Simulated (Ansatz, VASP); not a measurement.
Al2O3: VASP beside Ansatz

File INCAR:

```
SYSTEM = Al2O3
  PREC = Accurate
  ENCUT = 520
  EDIFF = 1E-6
  ISMEAR = 0
  SIGMA = 0.05
  LREAL = .FALSE.
  LASPH = .TRUE.
  NELM = 60
  ALGO = Normal
  ISIF = 2
  LWAVE = .FALSE.
  LCHARG = .TRUE.
  GGA = CA
  LELF = .TRUE.
  LVHAR = .TRUE.
  NBANDS = 20
```

KPOINTS

```
Automatic mesh
0
G
  12 12 4
  0 0 0
```

The input POSCAR:

```
Al2O3
1.0
    2.8377954417      0.0000000000      0.0000000000
   -1.4188977209      2.4576029432      0.0000000000
    0.0000000000      0.0000000000      9.6454420731
Al O
2 3
Direct
    0.0000000000      0.0000000000      0.1499923300
    0.0000000000      0.0000000000      0.8500076700
    0.3333333333      0.6666666667      0.2223169200
    0.6666666667      0.3333333333      0.0000000000
    0.3333333333      0.6666666667      0.7776830800
```

Input for Ansatz:

```yaml
crystal:
  lattice:
    - [2.8377954417, 0.0, 0.0]
    - [-1.4188977209, 2.4576029432, 0.0]
    - [0.0, 0.0, 9.6454420731]
  atoms:
    - { symbol: Al, position: [0.0, 0.0, 0.14999233] }
    - { symbol: Al, position: [0.0, 0.0, 0.85000767] }
    - { symbol: O, position: [0.3333333333, 0.6666666667, 0.22231692] }
    - { symbol: O, position: [0.6666666667, 0.3333333333, 0.0] }
    - { symbol: O, position: [0.3333333333, 0.6666666667, 0.77768308] }
basis:
  ecutwfc: 420
kpoints:
  mp_grid: { grid: [12, 12, 4] }
hamiltonian:
  xc: lda
scf:
  occupations: { method: gaussian, width: 0.05 }
output:
  forces: true
  stress: true
  eigenvalues: true
```

Alike in both runs: task single point; functional LDA; k mesh 12 × 12 × 4; occupations gaussian, width 0.05 eV; no spin polarisation.

```csv
,VASP,Ansatz
version,VASP 6.6.1,Ansatz 0.2.0
potentials or method,"VASP PAW LDA potentials, release 64 (Al, O), cutoff 520 eV","scalar-relativistic, plane waves, PAW"
valence electrons in the cell,24,24
```

VASP gave:

```
gap on the k mesh at the Fermi level (eV)                     : 5.16
least direct gap on the mesh (eV)                             : 5.25
pressure (GPa)                                                : -4.0
traceless stress, the component that is largest in VASP (GPa) : -6.58
rms of the force components (eV/Å)                            : 0.317
```

**Question.** What did Ansatz give for the same quantities?

**Answer.** gap on the k mesh at the Fermi level (eV): 5.18; least direct gap on the mesh (eV): 5.24; pressure (GPa): -4.6; traceless stress, the component that is largest in VASP (GPa): -6.05; rms of the force components (eV/Å): 0.323.

LDA's correlation is that of Perdew and Zunger in VASP and of Perdew and Wang (1992) in Ansatz. Atom by atom the forces differ by 0.013 eV/Å (rms over components).
